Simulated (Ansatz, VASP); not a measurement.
# One calculation of TaN, two programs

The input POSCAR:

```
TaN
1.0
    2.1982663152      2.1982663152      0.0000000000
   -2.1982663152      2.1982663152      0.0000000000
    0.0000000000      0.0000000000      4.5284286094
Ta N
2 2
Direct
    0.5000000000      0.5000000000      0.0000000000
    0.0000000000      0.0000000000      0.5000000000
    0.0000000000      0.0000000000      0.0000000000
    0.5000000000      0.5000000000      0.5000000000
```

Contents of INCAR.step1:

```
  PREC = Accurate
  ENCUT = 520
  ISMEAR = 0
  SIGMA = 0.1
  LREAL = F
  LASPH = T
  NELM = 60
  NBANDS = 24
  GGA = PE
  ALGO = Normal
  EDIFF = 1E-4
  LWAVE = T
  LCHARG = F
```

The input INCAR.step2:

```
  PREC = Accurate
  ENCUT = 520
  EDIFF = 1E-6
  ISMEAR = 0
  SIGMA = 0.1
  LREAL = F
  LASPH = T
  NELM = 60
  ALGO = Normal
  ISIF = 2
  LWAVE = F
  LCHARG = T
  METAGGA = R2SCAN
  LMIXTAU = T
  LELF = T
  LVHAR = T
  NBANDS = 24
  ISTART = 1
```

The input KPOINTS:

```
Automatic mesh
0
Gamma
  16 16 12
```

Input for Ansatz:

```yaml
crystal:
  lattice:
    - [2.1982663152, 2.1982663152, 0.0]
    - [-2.1982663152, 2.1982663152, 0.0]
    - [0.0, 0.0, 4.5284286094]
  atoms:
    - { symbol: Ta, position: [0.5, 0.5, 0.0] }
    - { symbol: Ta, position: [0.0, 0.0, 0.5] }
    - { symbol: "N", position: [0.0, 0.0, 0.0] }
    - { symbol: "N", position: [0.5, 0.5, 0.5] }
basis:
  ecutwfc: 500
kpoints:
  mp_grid: { grid: [16, 16, 12] }
hamiltonian:
  xc: r2scan
scf:
  occupations: { method: gaussian, width: 0.1 }
output:
  forces: true
  stress: true
  eigenvalues: true
```

Change from the starting cell: strain along c alone, the other axes held, atoms relaxed: +3.0 %.

Alike in both runs: task single point; functional r2SCAN; k mesh 16 × 16 × 12; occupations gaussian, width 0.1 eV; no spin polarisation.

```csv
,VASP,Ansatz
version,VASP 6.6.1,Ansatz 0.2.0
potentials or method,"VASP PAW PBE potentials, release 64 (Ta_pv, N), cutoff 520 eV","scalar-relativistic, plane waves, PAW"
valence electrons in the cell,32,36
```

```csv
,VASP,Ansatz,Ansatz less VASP
gap on the k mesh at the Fermi level (eV),none,none,-
pressure (GPa),-7.4,-9.1,-1.72
"traceless stress, the component that is largest in VASP (GPa)",-8.58,-8.62,-0.041
```

VASP's potentials were made for PBE, not for r2SCAN. A gap of «none» marks a metal or a gap that the smearing closes. The functional is the same, so the differences come from potentials, cutoffs and numerics. VASP's potentials hold 32 valence electrons a cell and Ansatz's 36, so a difference there can come from the potentials and not from the codes.

Neither program's run includes spin-orbit coupling.
